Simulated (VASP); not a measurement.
Cl2BBr: relaxation of the atoms with PBEsol

Cl2BBr, in a box:

```xyz
4
Lattice="11.0000 0.0000 0.0000 0.0000 12.0000 0.0000 0.0000 0.0000 12.0000" Properties=species:S:1:pos:R:3 pbc="T T T"
Cl    6.3930    7.0379    7.4107
Cl    6.1446    4.7751    5.4902
B     5.6508    6.3583    5.8574
Br    4.6841    7.2611    4.6323
```

This cell differs from its parent crystal: atoms moved at random.

```json
{"Program": "VASP 6.6.1", "Task": "relaxation of the atoms", "Functional": "PBEsol", "Potentials or basis": "VASP PAW PBE potentials, release 64 (Cl, B, Br)", "Cutoff": "420 eV", "k mesh": "1 × 1 × 1", "Occupations": "gaussian, width 0.03 eV", "Spin": "no spin polarisation", "Tolerance level": "standard", "Purpose": "geometry", "Further INCAR settings": "ALGO = Normal; EDIFF = 1e-06; NELMDL = -8; IBRION = 2; EDIFFG = -0.01; NSW = 120; ISIF = 0"}
```

| Item | Value |
| --- | --- |
| Energy gained by relaxing | 74.7 meV/atom |
| Ionic steps | 15 |
| Largest force after relaxing | 0.009 eV/Å |
| Gap between the frontier levels | 4.52 eV |

Forces on the atoms (eV/Å):
```
Cl   0.001  0.001  0.004
Cl   0.000  0.000  0.002
B   -0.002 -0.001 -0.008
Br   0.000  0.001  0.002
```

Step by step:
```csv
step,energy change (eV),largest force (eV/Å)
1,0.0000,3.2398
2,-0.0027,4.1838
3,-0.2371,0.5294
4,-0.2670,0.4781
5,-0.2864,0.7408
6,-0.2961,0.2730
7,-0.2970,0.1374
8,-0.2979,0.0931
9,-0.2979,0.1077
10,-0.2984,0.0538
11,-0.2986,0.0369
12,-0.2986,0.0230
13,-0.2987,0.0116
14,-0.2987,0.0118
15,-0.2987,0.0085
```

Final structure:
```xyz
4
Lattice="11.0000 0.0000 0.0000 0.0000 12.0000 0.0000 0.0000 0.0000 12.0000" Properties=species:S:1:pos:R:3 pbc="T T T"
Cl    6.3136    7.0674    7.3416
Cl    6.1577    4.6926    5.4983
B     5.7431    6.3349    5.8759
Br    4.6581    7.3375    4.6748
```

Levels at points of the mesh, in eV from the valence-band top:
```csv
k point,band 8,band 9,band 10,band 11,band 12,band 13,band 14,band 15,band 16
"(0.00, 0.00, 0.00)",-1.20,-1.09,-0.99,-0.57,0.00,4.52,6.37,7.11,7.65
```

It took 11 min on 1 thread of Intel(R) Xeon(R) Platinum 8375C CPU @ 2.90GHz (Ice Lake), with other jobs on the host, peak memory 1.1 GiB.

Caveat: the cell differs from its parent crystal (atoms moved at random); the PAW data sets were made with another functional, which shifts forces and pressure a little.
